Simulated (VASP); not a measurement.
# Pt (Fm-3m) in VASP: a series of runs, part 2 of 2

VASP 6.6.1. Earlier steps stand in the parts before.

**3. Relaxation of volume and atoms at fixed shape, LDA**

This run uses another cell than the first one, of 15.08 Å³/atom, 1.023 times its volume.

Input file INCAR:

```
ALGO = Normal
EDIFF = 1E-7
EDIFFG = -0.03
ENCUT = 500
GGA_COMPAT = False
IBRION = 2
ISIF = 8
ISMEAR = 0
LASPH = True
LCHARG = False
LREAL = False
LWAVE = False
NELM = 120
NELMIN = 4
NSW = 50
PREC = Accurate
SIGMA = 0.1
```

Input file KPOINTS:

```
k-points
0
Gamma
  9 9 9
```

Input file POSCAR:

```
Pt
1.0
    0.0000000000      1.9609000000      1.9609000000
    1.9609000000      0.0000000000      1.9609000000
    1.9609000000      1.9609000000      0.0000000000
Pt
1
Direct
    0.0000000000      0.0000000000      0.0000000000
```

Potentials or basis: VASP PAW LDA potentials, release 64 (Pt).

On the command line:

```sh
cat potpaw_LDA.64/Pt/POTCAR > POTCAR
mpirun -np 1 vasp_std > vasp.out
```

OUTCAR:

```text
EDIFF = 1E-7
   EDIFFG = -0.03
   ENCUT = 500
   IBRION = 2
   ISIF = 8
   ISMEAR = 0
   LASPH = True
   LREAL = False
   NELM = 120
   NELMIN = 4
   NSW = 50
   PREC = Accurate

 ion  position               nearest neighbor table
   1  0.000  0.000  0.000-

  LATTYP: Found a face centered cubic cell.
 ALAT       =     3.9218000000

  Lattice vectors:

 A1 = (   0.0000000000,   1.9609000000,   1.9609000000)
 A2 = (   1.9609000000,   0.0000000000,   1.9609000000)
 A3 = (   1.9609000000,   1.9609000000,   0.0000000000)

Analysis of symmetry for initial positions (statically):
=====================================================================
 Subroutine PRICEL returns:
 Original cell was already a primitive cell.

 Routine SETGRP: Setting up the symmetry group for a
 face centered cubic supercell.

 Subroutine GETGRP returns: Found 48 space group operations
 (whereof 48 operations were pure point group operations)
 out of a pool of 48 trial point group operations.

The static configuration has the point symmetry O_h .

Analysis of symmetry for dynamics (positions and initial velocities):
=====================================================================
 Subroutine PRICEL returns:
 Original cell was already a primitive cell.

 Routine SETGRP: Setting up the symmetry group for a
 face centered cubic supercell.

 Subroutine GETGRP returns: Found 48 space group operations
 (whereof 48 operations were pure point group operations)
 out of a pool of 48 trial point group operations.

The dynamic configuration has the point symmetry O_h .

 Subroutine INISYM returns: Found 48 space group operations
 (whereof 48 operations are pure point group operations),
 and found     1 'primitive' translations

----------------------------------------------------------------------------------------

[... 126 lines left out ...]
 maximum number of plane-waves:       390
   NGX = 11   NGY = 11   NGZ = 11

--------------------------------------- Ionic step        1  -------------------------------------------

 number of electron      10.0000001 magnetization

 Free energy of the ion-electron system (eV)
  ---------------------------------------------------
  ext. energy  EPLUGINS =         0.00000000
  ---------------------------------------------------
  free energy    TOTEN  =        -7.53404170 eV

  energy without entropy =       -7.52751416  energy(sigma->0) =       -7.53077793

------------------------ aborting loop because EDIFF is reached ----------------------------------------

  FORCE on cell =-STRESS in cart. coord.  units (eV):
  Direction    XX          YY          ZZ          XY          YZ          ZX
  --------------------------------------------------------------------------------------
  -------------------------------------------------------------------------------------
  Total       -0.5619049     -0.5619049     -0.5619049     -0.0000000     -0.0000000     -0.0000000
  in kB      -59.7003736    -59.7003736    -59.7003736     -0.0000000     -0.0000000     -0.0000000
  external PRESSURE =     -59.7003736 kB  Pullay stress =       0.0000000 kB
[... 59 lines left out ...]
--------------------------------------- Ionic step        3  -------------------------------------------

 number of electron      10.0000000 magnetization

 Free energy of the ion-electron system (eV)
  ---------------------------------------------------
  ext. energy  EPLUGINS =         0.00000000
  ---------------------------------------------------
  free energy    TOTEN  =        -7.53984543 eV

  energy without entropy =       -7.53367443  energy(sigma->0) =       -7.53675993

 E-fermi :  11.5561     XC(G=0): -13.8028

 val. band max:       11.5122027760   @ k =   0.4444   0.4444   0.0000
 cond. band min:      11.5685323727   @ k =   0.4444   0.1111   0.0000
 fundamental gap:      0.0563295967
 Fermi energy:        11.5561136091

 k-point     1 :       0.0000    0.0000    0.0000
  band No.  band energies     occupation
      1       1.0604      2.00000
      2       7.5919      2.00000
      3       7.5919      2.00000
      4       7.5919      2.00000
      5       9.8608      2.00000
      6       9.8608      2.00000
      7      26.0926      0.00000
      8      31.1315      0.00000
      9      31.1315      0.00000
[... 265 lines left out ...]
 k-point    24 :       0.4444    0.4444    0.0000
  band No.  band energies     occupation
      1       4.2810      2.00000
      2       4.7380      2.00000
      3      11.5122      1.46540
      4      11.8184      0.00021
      5      11.8184      0.00021
      6      12.4424      0.00000
      7      21.6945      0.00000
      8      23.3461      0.00000
      9      23.3461      0.00000

 [... further k-points ...]

------------------------ aborting loop because EDIFF is reached ----------------------------------------

  FORCE on cell =-STRESS in cart. coord.  units (eV):
  Direction    XX          YY          ZZ          XY          YZ          ZX
  --------------------------------------------------------------------------------------
  -------------------------------------------------------------------------------------
  Total       -0.0146879     -0.0146879     -0.0146879     -0.0000000      0.0000000      0.0000000
  in kB       -1.5919476     -1.5919476     -1.5919476     -0.0000000      0.0000000      0.0000000
  external PRESSURE =      -1.5919476 kB  Pullay stress =       0.0000000 kB
[... 16 lines left out ...]
  FREE ENERGIE OF THE ION-ELECTRON SYSTEM (eV)
  ---------------------------------------------------
  free  energy   TOTEN  =        -7.5398454327 eV

  energy  without entropy=       -7.5336744257  energy(sigma->0) =       -7.53675993

 reached required accuracy - stopping structural energy minimisation
```

OSZICAR:

```text
N       E                     dE             d eps       ncg     rms          rms(c)
DAV:   1     0.366948627815E+02    0.36695E+02   -0.53219E+03   646   0.100E+03
DAV:   2    -0.741317993409E+01   -0.44108E+02   -0.42693E+02   667   0.187E+02
DAV:   3    -0.796229518497E+01   -0.54912E+00   -0.52973E+00   742   0.207E+01
[... 21 lines left out ...]
DAV:   3    -0.753918685960E+01    0.19071E-01   -0.90523E-02   663   0.256E+00    0.106E+00
DAV:   4    -0.753972558923E+01   -0.53873E-03   -0.23322E-03   710   0.358E-01    0.212E-01
DAV:   5    -0.753983244243E+01   -0.10685E-03   -0.11100E-04   802   0.630E-02    0.287E-02
DAV:   6    -0.753984535038E+01   -0.12908E-04   -0.43606E-06   716   0.123E-02    0.255E-03
DAV:   7    -0.753984543267E+01   -0.82291E-07   -0.60478E-08   699   0.197E-03
   3 F= -.75398454E+01 E0= -.75367599E+01  d E =-.580374E-02
```

CONTCAR:

```text
Pt
   1.00000000000000
     0.0000000000000000    1.9479172383454941    1.9479172383454941
     1.9479172383454941    0.0000000000000000    1.9479172383454941
     1.9479172383454941    1.9479172383454941    0.0000000000000000
  Pt
     1
Direct
     0.0000000000000000    0.0000000000000000    0.0000000000000000

  0.00000000E+00  0.00000000E+00  0.00000000E+00
```

Wall time 14 s (1 thread of Intel Xeon 8259CL, shared host); peak memory 0.13 GiB.

Results:

```yaml
Free_energy: -7.5398 eV
Relaxed_volume: 14.78 Å³/atom
Relaxed_cell: a = 2.755 Å, b = 2.755 Å, c = 2.755 Å, α = 60.00°, β = 60.00°, γ = 60.00°
Space_group_after_relaxing_to_0.05_Å: Fm-3m (No. 225)
Energy_gained_by_relaxing: 5.8 meV/atom
Ionic_steps: 3
Pressure_after_relaxing: -0.2 GPa
Band_gap_on_the_k_mesh: zero (band 5 reaches 11.91 eV, above the bottom of band 6 at 9.77 eV)
```

The path:
```tsv
step	energy change (eV)	largest force (eV/Å)	pressure (GPa)	volume (Å³)
1	0.0000	0.0000	-5.97	15.08
2	0.0529	0.0000	22.62	13.89
3	-0.0058	0.0000	-0.16	14.78
```

Final structure:
```
Pt
1.0
     0.00000    1.94792    1.94792
     1.94792    0.00000    1.94792
     1.94792    1.94792    0.00000
Pt
1
Direct
  0.00000 0.00000 0.00000
```

Levels at points of the mesh, in eV from the Fermi level:
```
           k point  band 1  band 2  band 3  band 4  band 5  band 6  band 7  band 8  band 9
(0.00, 0.00, 0.00)  -10.50   -3.96   -3.96   -3.96   -1.70   -1.70   14.54   19.58   19.58
```

Caveat: spin-orbit coupling is left out, which moves the levels of the heavy elements. Zero-point motion and thermal expansion aren't in these numbers.
